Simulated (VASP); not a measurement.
# SiC (pbesol) (Fm-3m) in VASP: further runs, part 2 of 2

VASP 6.6.1. The steps go on from the part before.

### 3 Single point, PBEsol

This run uses another cell than the first one, of 8.20 Å³/atom, 1.309 times its volume.

File INCAR:

```
SYSTEM = SiC
PREC     = Accurate       ! precision mode
ENCUT    = 600            ! plane-wave cutoff, eV
EDIFF    = 1E-6           ! SCF threshold, eV
ISMEAR   = 0              ! smearing method
SIGMA    = 0.1            ! smearing width, eV
LREAL    = .False.        ! projectors in reciprocal space
LASPH    = .True.         ! aspherical terms in the spheres
NELM     = 120            ! most SCF steps
ALGO     = Normal         ! electronic algorithm
ISIF     = 2              ! what is computed and relaxed
LWAVE    = .False.        ! write WAVECAR
LCHARG   = .False.        ! write CHGCAR
GGA      = PS             ! functional
NBANDS   = 11             ! bands
GGA_COMPAT= .False.
```

File KPOINTS:

```
regular mesh
0
Gamma
  16 16 16
  0 0 0
```

File POSCAR:

```
SiC
1.0
    0.0000000000      2.0168355651      2.0168355651
    2.0168355651      0.0000000000      2.0168355651
    2.0168355651      2.0168355651      0.0000000000
C Si
1 1
Direct
    0.0000000000      0.0000000000      0.0000000000
    0.5000000000      0.5000000000      0.5000000000
```

Potentials or basis: VASP PAW PBE potentials, release 64 (C, Si).

On the command line:

```bash
$ cat potpaw_PBE.64/C/POTCAR potpaw_PBE.64/Si/POTCAR > POTCAR
$ mpirun -np 1 vasp_std > vasp.out
```

Wall time 14 s (1 thread of Intel Xeon 6975P-C, shared host); peak memory 0.15 GiB.

The run converged. Its results:

- Free energy: -14.6039 eV
- Pressure: 0.4 GPa
- Band gap on the k mesh: zero (band 4 reaches 12.60 eV, above the bottom of band 5 at 11.67 eV)

Levels at points of the mesh, in eV from the Fermi level:
| k point | band 1 | band 2 | band 3 | band 4 | band 5 | band 6 | band 7 | band 8 |
| --- | --- | --- | --- | --- | --- | --- | --- | --- |
| (0.00, 0.00, 0.00) | -18.57 | 0.05 | 0.05 | 0.05 | 7.76 | 8.91 | 8.91 | 8.91 |
| (0.50, 0.00, 0.00) | -13.32 | -11.63 | -1.04 | -1.04 | 5.31 | 5.31 | 5.98 | 9.72 |
| (0.50, 0.50, 0.00) | -11.51 | -9.92 | -4.32 | -4.32 | -0.81 | 2.40 | 15.00 | 15.00 |

Caveat: the PAW data sets were made with another functional, which shifts forces and pressure a little.

### 4 Relaxation of cell and atoms, PBEsol, target pressure 250 GPa, at which the enthalpy is minimised

This run uses another cell than the first one, of 5.45 Å³/atom, 0.869 times its volume.

File INCAR:

```
SYSTEM = SiC
PREC = Accurate ; ENCUT = 600
EDIFF = 1E-7 ; ISMEAR = 0
SIGMA = 0.01 ; LREAL = .FALSE.
LASPH = .TRUE. ; NELM = 120
ALGO = Normal ; ISIF = 3
LWAVE = .FALSE. ; LCHARG = .FALSE.
GGA = PS ; IBRION = 2
NSW = 70 ; EDIFFG = -0.004
PSTRESS = 2500.0 ; GGA_COMPAT = .FALSE.
NELMIN = 4
```

File KPOINTS:

```
Automatic mesh
0
G
  16 16 16
  0 0 0
```

File POSCAR:

```
SiC
1.0
    0.0000000000      1.7596161528      1.7596161528
    1.7596161528      0.0000000000      1.7596161528
    1.7596161528      1.7596161528      0.0000000000
C Si
1 1
Direct
    0.0000000000      0.0000000000      0.0000000000
    0.5000000000      0.5000000000      0.5000000000
```

On the command line:

```bash
$ cat potpaw_PBE.64/C/POTCAR potpaw_PBE.64/Si/POTCAR > POTCAR
$ mpirun -np 1 vasp_std > vasp.out
```

Run time: 22 s. Hardware: 1 thread of Intel Xeon 6975P-C, shared host; peak memory 0.13 GiB.

The run converged. Its results:

| Quantity | Value |
| --- | --- |
| Free energy | -11.5402 eV |
| Relaxed volume | 5.45 Å³/atom |
| Relaxed cell | a = 2.489 Å, b = 2.489 Å, c = 2.489 Å, α = 60.00°, β = 60.00°, γ = 60.00° |
| Space group after relaxing (to 0.05 Å) | Fm-3m (No. 225) |
| Energy change on relaxing (the enthalpy is what falls) | -9.9 meV/atom |
| Ionic steps | 3 |
| Pressure after relaxing | 250.0 GPa |
| Band gap on the k mesh | 0.06 eV, indirect (least direct gap 6.27 eV) |

The path:
```csv
step,energy change (eV),largest force (eV/Å),pressure (GPa),volume (Å³)
1,0.0000,0.0000,251.29,10.90
2,-0.1070,0.0000,244.43,10.97
3,-0.0199,0.0000,250.01,10.91
```

Final structure:
```yaml
crystal:
  lattice:
    - [0.00000, 1.76030, 1.76030]
    - [1.76030, 0.00000, 1.76030]
    - [1.76030, 1.76030, 0.00000]
  atoms:
    - { symbol: C, position: [0.00000, 0.00000, 0.00000] }
    - { symbol: Si, position: [0.50000, 0.50000, 0.50000] }
```

Levels at points of the mesh, in eV from the valence-band top:
```
           k point  band 1  band 2  band 3  band 4  band 5  band 6  band 7  band 8
(0.00, 0.00, 0.00)  -24.05    0.00    0.00    0.00    8.87    8.87    8.87   16.04
(0.50, 0.00, 0.00)  -16.99  -15.52   -2.50   -2.50    7.53    7.53    8.68   14.39
(0.50, 0.50, 0.00)  -14.23  -13.91   -6.21   -6.21    0.06    2.53   21.26   21.94
```

Caveat: the cell is relaxed towards a set pressure, so the enthalpy falls and the energy may rise; the PAW data sets were made with another functional, which shifts forces and pressure a little. A k mesh can miss the band edges.

### 5 Relaxation of cell and atoms, PBEsol, target pressure 187.5 GPa, at which the enthalpy is minimised

This run uses another cell than the first one, of 5.80 Å³/atom, 0.925 times its volume.

File INCAR:

```
SYSTEM = SiC
  PREC = Accurate
  ENCUT = 600
  EDIFF = 1E-7
  ISMEAR = 0
  SIGMA = 0.02
  LREAL = .False.
  LASPH = .True.
  NELM = 120
  ALGO = Normal
  ISIF = 3
  LWAVE = .False.
  LCHARG = .False.
  GGA = PS
  IBRION = 2
  NSW = 70
  EDIFFG = -0.004
  PSTRESS = 1875.0
  GGA_COMPAT = .False.
  NELMIN = 4
```

File KPOINTS:

```
Automatic mesh
0
Gamma
  16 16 16
  0 0 0
```

File POSCAR:

```
SiC
1.0
    0.0000000000      1.7967765952      1.7967765952
    1.7967765952      0.0000000000      1.7967765952
    1.7967765952      1.7967765952      0.0000000000
C Si
1 1
Direct
    0.0000000000      0.0000000000      0.0000000000
    0.5000000000      0.5000000000      0.5000000000
```

On the command line:

```bash
$ cat potpaw_PBE.64/C/POTCAR potpaw_PBE.64/Si/POTCAR > POTCAR
$ mpirun -np 1 vasp_std > vasp.out
```

Run time: 21 s. Hardware: 1 thread of Intel Xeon 6975P-C, shared host; peak memory 0.13 GiB.

It converged, with:

| Item | Value |
| --- | --- |
| Free energy | -12.4995 eV |
| Relaxed volume | 5.81 Å³/atom |
| Relaxed cell | a = 2.542 Å, b = 2.542 Å, c = 2.542 Å, α = 60.00°, β = 60.00°, γ = 60.00° |
| Space group after relaxing (to 0.05 Å) | Fm-3m (No. 225) |
| Energy change on relaxing (the enthalpy is what falls) | -7.7 meV/atom |
| Ionic steps | 3 |
| Pressure after relaxing | 187.5 GPa |
| Band gap on the k mesh | 0.48 eV, indirect (least direct gap 6.38 eV) |

Step by step:
```tsv
step	energy change (eV)	largest force (eV/Å)	pressure (GPa)	volume (Å³)
1	0.0000	0.0000	188.54	11.60
2	-0.0734	0.0000	183.63	11.66
3	-0.0154	0.0000	187.51	11.61
```

Final structure:
```cif
data_structure
_symmetry_space_group_name_H-M 'P 1'
_symmetry_Int_Tables_number 1
_cell_length_a 2.5420
_cell_length_b 2.5420
_cell_length_c 2.5420
_cell_angle_alpha 60.000
_cell_angle_beta 60.000
_cell_angle_gamma 60.000
_cell_volume 11.61
loop_
_atom_site_label
_atom_site_type_symbol
_atom_site_fract_x
_atom_site_fract_y
_atom_site_fract_z
_atom_site_occupancy
C1 C 0.00000 0.00000 0.00000 1
Si1 Si 0.50000 0.50000 0.50000 1
```

Levels at points of the mesh, in eV from the valence-band top:
| k point | band 1 | band 2 | band 3 | band 4 | band 5 | band 6 | band 7 | band 8 |
| --- | --- | --- | --- | --- | --- | --- | --- | --- |
| (0.00, 0.00, 0.00) | -23.14 | 0.00 | 0.00 | 0.00 | 8.89 | 8.89 | 8.89 | 15.01 |
| (0.50, 0.00, 0.00) | -16.38 | -14.85 | -2.24 | -2.24 | 7.12 | 7.12 | 8.24 | 13.68 |
| (0.50, 0.50, 0.00) | -13.51 | -13.51 | -5.90 | -5.90 | 0.48 | 1.91 | 20.25 | 20.73 |

Caveat: the cell is relaxed towards a set pressure, so the enthalpy falls and the energy may rise; the PAW data sets were made with another functional, which shifts forces and pressure a little.

### 6 Relaxation of cell and atoms, PBEsol, target pressure 250 GPa, at which the enthalpy is minimised

This run uses another cell than the first one, of 5.80 Å³/atom, 0.925 times its volume.

File INCAR:

```
PREC = Accurate
ENCUT = 600
EDIFF = 1E-7
ISMEAR = 0
SIGMA = 0.02
LREAL = False
LASPH = True
NELM = 120
ALGO = Normal
ISIF = 3
LWAVE = False
LCHARG = False
GGA = PS
IBRION = 2
NSW = 70
EDIFFG = -0.004
PSTRESS = 2500.0
GGA_COMPAT = False
NELMIN = 4
```

File KPOINTS:

```
regular mesh
0
Gamma
  16 16 16
```

POSCAR is that of step 5.

Potentials or basis: VASP PAW PBE potentials, release 64 (C, Si).

On the command line:

```bash
$ cat potpaw_PBE.64/C/POTCAR potpaw_PBE.64/Si/POTCAR > POTCAR
$ mpirun -np 1 vasp_std > vasp.out
```

Wall time 29 s (1 thread of Intel Xeon 6975P-C, shared host); peak memory 0.14 GiB.

Results (log left out):

```yaml
Free_energy: -11.5412 eV
Relaxed_volume: 5.45 Å³/atom
Relaxed_cell: a = 2.489 Å, b = 2.489 Å, c = 2.489 Å, α = 60.00°, β = 60.00°, γ = 60.00°
Space_group_after_relaxing_to_0.05_Å: Fm-3m (No. 225)
Energy_change_on_relaxing_the_enthalpy_is_what_falls: +471.5 meV/atom
Ionic_steps: 5
Pressure_after_relaxing: 250.0 GPa
Band_gap_on_the_k_mesh: 0.06 eV, indirect (least direct gap 6.27 eV)
```

The path:
```tsv
step	energy change (eV)	largest force (eV/Å)	pressure (GPa)	volume (Å³)
1	0.0000	0.0000	188.54	11.60
2	8.2232	0.0000	705.08	8.25
3	0.8101	0.0000	241.47	11.00
4	0.9219	0.0000	248.65	10.92
5	0.9430	0.0000	250.00	10.91
```

Final structure:
```xyz
2
Lattice="0.0000 1.7603 1.7603 1.7603 0.0000 1.7603 1.7603 1.7603 0.0000" Properties=species:S:1:pos:R:3 pbc="T T T"
C     0.0000    0.0000    0.0000
Si    1.7603    1.7603    1.7603
```

Levels at points of the mesh, in eV from the valence-band top:
| k point | band 2 | band 3 | band 4 | band 5 | band 6 | band 7 |
| --- | --- | --- | --- | --- | --- | --- |
| (0.00, 0.00, 0.00) | 0.00 | 0.00 | 0.00 | 8.88 | 8.88 | 8.88 |
| (0.50, 0.00, 0.00) | -15.52 | -2.50 | -2.50 | 7.53 | 7.53 | 8.68 |
| (0.50, 0.50, 0.00) | -13.91 | -6.21 | -6.21 | 0.06 | 2.53 | 21.26 |

Caveat: the cell is relaxed towards a set pressure, so the enthalpy falls and the energy may rise; the PAW data sets were made with another functional, which shifts forces and pressure a little. A k mesh can miss the band edges.

### 7 Summary

| task | cell | k mesh | smearing | gap on the mesh (eV) | pressure (GPa) |
| --- | --- | --- | --- | --- | --- |
| relaxation of cell and atoms | relaxed to 125 GPa from a = 2.607 Å, angles 60.0°, 2 atoms | 12 × 12 × 12 | gaussian 0.02 eV | 0.95 | 125.0 |
| single point | a = 2.852 Å, angles 60.0°, 2 atoms | 16 × 16 × 16 | gaussian 0.1 eV | none | 0.4 |
| relaxation of cell and atoms | relaxed to 250 GPa from a = 2.488 Å, angles 60.0°, 2 atoms | 16 × 16 × 16 | gaussian 0.01 eV | 0.06 | 250.0 |
| relaxation of cell and atoms | relaxed to 187.5 GPa from a = 2.541 Å, angles 60.0°, 2 atoms | 16 × 16 × 16 | gaussian 0.02 eV | 0.48 | 187.5 |
| relaxation of cell and atoms | relaxed to 250 GPa from a = 2.541 Å, angles 60.0°, 2 atoms | 16 × 16 × 16 | gaussian 0.02 eV | 0.06 | 250.0 |

Alike in all rows: level PBEsol; potentials or basis VASP PAW PBE potentials, release 64 (C, Si); no spin polarisation; cutoff (eV) 600.

Caveats: the PAW data sets were made with another functional, which shifts forces and pressure a little; the cell is relaxed towards a set pressure, so the enthalpy falls and the energy may rise (some runs).

Absolute energies hang on the potentials; compare differences alone.
